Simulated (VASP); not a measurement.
# KNaICl (Pmmm) in VASP: single point with LDA

Aim: the single point of KNaICl with LDA.

All numbers are computed with VASP 6.6.1; they aren't measurements. Logs are shortened: lines on timing, memory, paths and dates and some standing lists are left out, and cuts for length are marked.

### Step 1. The cell of the first run

Symmetry: Pmmm, No. 47, orthorhombic system. The conventional cell has a = 4.398 Å, b = 4.623 Å, c = 6.819 Å, α = 90.00°, β = 90.00°, γ = 90.00°. K (site symmetry mmm) has 4 Cl at 3.19 Å and 2 I at 3.41 Å within 4.2 Å. Na (site symmetry mmm) has 4 I at 3.19 Å and 2 Cl at 3.41 Å within 4.2 Å. I (site symmetry mmm) has 4 Na at 3.19 Å and 2 K at 3.41 Å within 4.2 Å. Within 4.2 Å of Cl (site symmetry mmm) lie 4 K at 3.19 Å and 2 Na at 3.41 Å.

### Step 2. Single point, LDA (strain +0.0250 x Voigt [1, -1, 0, 0, 0, 0])

The input, INCAR:

```
  PREC = Accurate
  ENCUT = 520
  EDIFF = 1E-6
  ISMEAR = 0
  SIGMA = 0.05
  LREAL = F
  LASPH = T
  NELM = 60
  ALGO = Normal
  ISIF = 2
  LWAVE = F
  LCHARG = F
  NBANDS = 23
```

The input, KPOINTS:

```
regular mesh
0
Gamma
  6 6 4
```

The input, POSCAR:

```
KNaICl
1.0
    4.6231600000      0.0000000000      0.0000000000
    0.0000000000      4.3976400000      0.0000000000
    0.0000000000      0.0000000000      6.8190640000
K Na I Cl
1 1 1 1
Direct
    0.5000000000      0.5000000000      0.5000000000
    0.0000000000      0.0000000000      0.0000000000
    0.5000000000      0.5000000000      0.0000000000
    0.0000000000      0.0000000000      0.5000000000
```

Potentials or basis: VASP PAW LDA potentials, release 64 (K_sv, Na_pv, I, Cl).

Run with:

```
cat potpaw_LDA.64/K_sv/POTCAR potpaw_LDA.64/Na_pv/POTCAR potpaw_LDA.64/I/POTCAR potpaw_LDA.64/Cl/POTCAR > POTCAR
mpirun -np 1 vasp_std > vasp.out
```

OUTCAR:

```text
PREC = Accurate
   ENCUT = 520
   EDIFF = 1E-6
   ISMEAR = 0
   LREAL = F
   LASPH = T
   NELM = 60
   ISIF = 2

 ion  position               nearest neighbor table
   1  0.500  0.500  0.500-   4 3.19   4 3.19   4 3.19   4 3.19   3 3.41   3 3.41
   2  0.000  0.000  0.000-
   3  0.500  0.500  0.000-   1 3.41   1 3.41
   4  0.000  0.000  0.500-   1 3.19   1 3.19   1 3.19   1 3.19

  LATTYP: Found a simple orthorhombic cell.
 ALAT       =     4.3976400000
 B/A-ratio  =     1.0512820513
 C/A-ratio  =     1.5506189684

  Lattice vectors:

 A1 = (   0.0000000000,  -4.3976400000,   0.0000000000)
 A2 = (   4.6231600000,   0.0000000000,   0.0000000000)
 A3 = (   0.0000000000,   0.0000000000,   6.8190640000)

Analysis of symmetry for initial positions (statically):
=====================================================================
 Subroutine PRICEL returns:
 Original cell was already a primitive cell.

 Routine SETGRP: Setting up the symmetry group for a
 simple orthorhombic supercell.

 Subroutine GETGRP returns: Found  8 space group operations
 (whereof  8 operations were pure point group operations)
 out of a pool of  8 trial point group operations.

The static configuration has the point symmetry D_2h.

Analysis of symmetry for dynamics (positions and initial velocities):
=====================================================================
 Subroutine PRICEL returns:
 Original cell was already a primitive cell.

 Routine SETGRP: Setting up the symmetry group for a
 simple orthorhombic supercell.

 Subroutine GETGRP returns: Found  8 space group operations
 (whereof  8 operations were pure point group operations)
 out of a pool of  8 trial point group operations.

The dynamic configuration has the point symmetry D_2h.

 Subroutine INISYM returns: Found  8 space group operations
 (whereof  8 operations are pure point group operations),
 and found     1 'primitive' translations

----------------------------------------------------------------------------------------

                                     Primitive cell

  volume of cell :     138.6383

  direct lattice vectors                    reciprocal lattice vectors
     4.623160000  0.000000000  0.000000000     0.216302269  0.000000000  0.000000000
     0.000000000  4.397640000  0.000000000     0.000000000  0.227394694  0.000000000
     0.000000000  0.000000000  6.819064000     0.000000000  0.000000000  0.146647692

  length of vectors
     4.623160000  4.397640000  6.819064000     0.216302269  0.227394694  0.146647692

  position of ions in fractional coordinates (direct lattice)
     0.500000000  0.500000000  0.500000000
     0.000000000  0.000000000  0.000000000
     0.500000000  0.500000000  0.000000000
     0.000000000  0.000000000  0.500000000

  ion indices of the primitive-cell ions
   primitive index   ion index
                 1           1
                 2           2
                 3           3
                 4           4

----------------------------------------------------------------------------------------

 KPOINTS: regular mesh

Automatic generation of k-mesh.
 Grid dimensions read from file:
 generate k-points for:    6    6    4

 Generating k-lattice:

  Cartesian coordinates                     Fractional coordinates (reciprocal lattice)
     0.036050378  0.000000000  0.000000000     0.166666667  0.000000000  0.000000000
     0.000000000  0.037899116  0.000000000     0.000000000  0.166666667  0.000000000
     0.000000000  0.000000000  0.036661923     0.000000000  0.000000000  0.250000000

  Length of vectors
     0.036050378  0.037899116  0.036661923

  Shift w.r.t. Gamma in fractional coordinates (k-lattice)
     0.000000000  0.000000000  0.000000000

 Subroutine IBZKPT returns following result:
 ===========================================

 Found     48 irreducible k-points:

 Following reciprocal coordinates:
            Coordinates               Weight
  0.000000  0.000000  0.000000      1.000000
  0.166667  0.000000  0.000000      2.000000
  0.333333  0.000000  0.000000      2.000000
  0.500000  0.000000  0.000000      1.000000
  0.000000  0.166667  0.000000      2.000000
  0.166667  0.166667  0.000000      4.000000
[... 16 lines left out ...]
  0.333333  0.166667  0.250000      8.000000
  0.500000  0.166667  0.250000      4.000000
 [... further k-points ...]
   k-points           NKPTS =     48   k-points in BZ     NKDIM =     48   number of bands    NBANDS=     23
   number of dos      NEDOS =    301   number of ions     NIONS =      4
   total plane-waves  NPLWV =  69984
   dimension x,y,z NGX =    36 NGY =   36 NGZ =   54
   dimension x,y,z NGXF=    72 NGYF=   72 NGZF=  108
   ions per type =               1   1   1   1
   NGX,Y,Z   is equivalent  to a cutoff of  12.95, 13.61, 13.16 a.u.
   NGXF,Y,Z  is equivalent  to a cutoff of  25.89, 27.22, 26.33 a.u.
 SYSTEM =  unknown system
   PREC   = accura    normal or accurate (medium, high low for compatibility)
   ISTART =      0    job   : 0-new  1-cont  2-samecut
   ICHARG =      2    charge: 1-file 2-atom 10-const
   ISPIN  =      1    spin polarized calculation?
   LNONCOLLINEAR =      F non collinear calculations
   LSORBIT =      F    spin-orbit coupling
   LASPH  =      T    aspherical Exc in radial PAW
   ENCUT  =  520.0 eV  38.22 Ry    6.18 a.u.   8.60  8.18 12.68*2*pi/ulx,y,z
   NELM   =     60;   NELMIN=  2; NELMDL= -5     # of ELM steps
   EDIFF  = 0.1E-05   stopping-criterion for ELM
   LREAL  =      F    real-space projection
   EDIFFG = 0.1E-04   stopping-criterion for IOM
   NSW    =      0    number of steps for IOM
   IBRION =     -1    ionic relax: 0-MD 1-quasi-New 2-CG
   NFREE  =      0    steps in history (QN), initial steepest desc. (CG)
   ISIF   =      2    stress and relaxation
   ISYM   =      2    0-nonsym 1-usesym 2-fastsym
   POTIM  = 0.5000    time-step for ionic-motion
   TEBEG  =    0.0;   TEEND  =   0.0 temperature during run
   PSTRESS=    0.0 pullay stress
   NELECT =      30.0000    total number of electrons
   NUPDOWN=      -1.0000    fix difference up-down
   EMIN   =  10.00;   EMAX   =-10.00  energy-range for DOS
   EFERMI =   0.00;   METHOD = LEGACY
   ISMEAR =     0;   SIGMA  =   0.05  broadening in eV -4-tet -1-fermi 0-gaus
   EFERMI_NEDOS =   21; number of points for ismear=-14 and -15
   IALGO  =     38    algorithm
   IMIX   =      4    mixing-type and parameters
     AMIX     =   0.40;   BMIX     =  1.00
     AMIX_MAG =   1.60;   BMIX_MAG =  1.00
  volume/ion in A,a.u.               =      34.66       233.89
  Fermi-wavevector in a.u.,A,eV,Ry     =   0.982850  1.857318 13.143161  0.965995
  Thomas-Fermi vector in A             =   2.113964
   LORBIT       =      0    0 simple, 1 ext, 2 COOP (PROOUT), +10 PAW based schemes
   GGA     = CA    functional components
   LHFCALC =     F    Hartree Fock is set to
   AEXX    =    0.0000 exact exchange contribution
   IVDW    =     0    specifies the selected vdW correction
   LEPSILON=     F    determine dielectric tensor
   LRPA    =     F    only Hartree local field effects (RPA)
 non-spin polarized calculation
 Gauss-broadening in eV      SIGMA  =   0.05
  energy-cutoff  :      520.00
  volume of cell :      138.64
 maximum number of plane-waves:      3768
 NGX is ok and might be reduce to    36
   NGX = 17   NGY = 17   NGZ = 25

 number of electron      30.0000008 magnetization

 Free energy of the ion-electron system (eV)
  ---------------------------------------------------
  ext. energy  EPLUGINS =         0.00000000
  ---------------------------------------------------
  free energy    TOTEN  =       -13.10471253 eV

  energy without entropy =      -13.10471253  energy(sigma->0) =      -13.10471253

 E-fermi :  -0.6193     XC(G=0):  -7.8366

 val. band max:       -0.8413625807   @ k =   0.5000   0.0000   0.0000
 cond. band min:       2.7056346635   @ k =   0.0000   0.0000   0.0000
 fundamental gap:      3.5469972442
 Fermi energy:        -0.6192620040

 k-point     1 :       0.0000    0.0000    0.0000
  band No.  band energies     occupation
      1     -28.3443      2.00000
      2     -23.1993      2.00000
      3     -23.1950      2.00000
      4     -23.1906      2.00000
      5     -13.1407      2.00000
      6     -12.1687      2.00000
[... 15 lines left out ...]
     22       7.3352      0.00000
     23       7.5434      0.00000

 k-point     2 :       0.1667    0.0000    0.0000
  band No.  band energies     occupation
      1     -28.3437      2.00000
      2     -23.1992      2.00000
      3     -23.1958      2.00000
      4     -23.1905      2.00000
      5     -13.1927      2.00000
      6     -12.1670      2.00000
[... 15 lines left out ...]
     22       7.4730      0.00000
     23       7.6903      0.00000

 k-point     3 :       0.3333    0.0000    0.0000
  band No.  band energies     occupation
      1     -28.3425      2.00000
      2     -23.1989      2.00000
      3     -23.1973      2.00000
      4     -23.1905      2.00000
      5     -13.2838      2.00000
      6     -12.1635      2.00000
[... 15 lines left out ...]
     22       7.6105      0.00000
     23       7.8307      0.00000

 k-point     4 :       0.5000    0.0000    0.0000
  band No.  band energies     occupation
      1     -28.3419      2.00000
      2     -23.1988      2.00000
      3     -23.1980      2.00000
      4     -23.1904      2.00000
      5     -13.3246      2.00000
      6     -12.1618      2.00000
[... 15 lines left out ...]
     22       7.5752      0.00000
     23       7.7807      0.00000

 k-point     5 :       0.0000    0.1667    0.0000
  band No.  band energies     occupation
      1     -28.3433      2.00000
      2     -23.2004      2.00000
      3     -23.1948      2.00000
      4     -23.1905      2.00000
      5     -13.1847      2.00000
      6     -12.1661      2.00000
[... 434 lines left out ...]
 k-point    22 :       0.1667    0.1667    0.2500
  band No.  band energies     occupation
      1     -28.3427      2.00000
      2     -23.2003      2.00000
      3     -23.1956      2.00000
      4     -23.1905      2.00000
      5     -13.2061      2.00000
      6     -12.2518      2.00000
[... 15 lines left out ...]
     22       7.3904      0.00000
     23       7.7366      0.00000

 k-point    23 :       0.3333    0.1667    0.2500
  band No.  band energies     occupation
      1     -28.3415      2.00000
      2     -23.2000      2.00000
      3     -23.1970      2.00000
      4     -23.1904      2.00000
      5     -13.2512      2.00000
      6     -12.2422      2.00000
[... 15 lines left out ...]
     22       7.9900      0.00000
     23       8.1459      0.00000

 k-point    24 :       0.5000    0.1667    0.2500
  band No.  band energies     occupation
      1     -28.3409      2.00000
      2     -23.1998      2.00000
      3     -23.1977      2.00000
      4     -23.1904      2.00000
      5     -13.2732      2.00000
      6     -12.2376      2.00000
[... 15 lines left out ...]
     22       8.3088      0.00000
     23       8.6482      0.00000

 [... further k-points ...]

------------------------ aborting loop because EDIFF is reached ----------------------------------------

  FORCE on cell =-STRESS in cart. coord.  units (eV):
  Direction    XX          YY          ZZ          XY          YZ          ZX
  --------------------------------------------------------------------------------------
  -------------------------------------------------------------------------------------
  Total       -2.2046477     -1.5014494     -1.5298137     -0.0000000      0.0000000      0.0000000
  in kB      -25.4780637    -17.3515355    -17.6793284     -0.0000000      0.0000000      0.0000000
  external PRESSURE =     -20.1696425 kB  Pullay stress =       0.0000000 kB

 VOLUME and BASIS-vectors are now :
 -----------------------------------------------------------------------------
  energy-cutoff  :      520.00
  volume of cell :      138.64
      direct lattice vectors                 reciprocal lattice vectors
     4.623160000  0.000000000  0.000000000     0.216302269  0.000000000  0.000000000
     0.000000000  4.397640000  0.000000000     0.000000000  0.227394694  0.000000000
     0.000000000  0.000000000  6.819064000     0.000000000  0.000000000  0.146647692

 POSITION                                       TOTAL-FORCE (eV/Angst)
 -----------------------------------------------------------------------------------
      2.31158      2.19882      3.40953         0.000000      0.000000      0.000000
      0.00000      0.00000      0.00000         0.000000      0.000000      0.000000
      2.31158      2.19882      0.00000         0.000000      0.000000      0.000000
      0.00000      0.00000      3.40953         0.000000      0.000000      0.000000
 -----------------------------------------------------------------------------------
    total drift:                                0.000000      0.000000      0.000000

  FREE ENERGIE OF THE ION-ELECTRON SYSTEM (eV)
  ---------------------------------------------------
  free  energy   TOTEN  =       -13.1047125316 eV

  energy  without entropy=      -13.1047125316  energy(sigma->0) =      -13.10471253
```

Wall time 2.8 min (1 thread of Oxide Virtual Turin-like, shared host); peak memory 0.29 GiB.

Results:

```yaml
Free_energy: -13.1047 eV
Pressure: -2.0 GPa
Band_gap_on_the_k_mesh: 3.55 eV (least direct gap 3.58 eV)
```

Caveat: the cell differs from its parent crystal (strain +0.0250 x Voigt [1, -1, 0, 0, 0, 0]); spin-orbit coupling is left out, which moves the levels of the heavy elements.
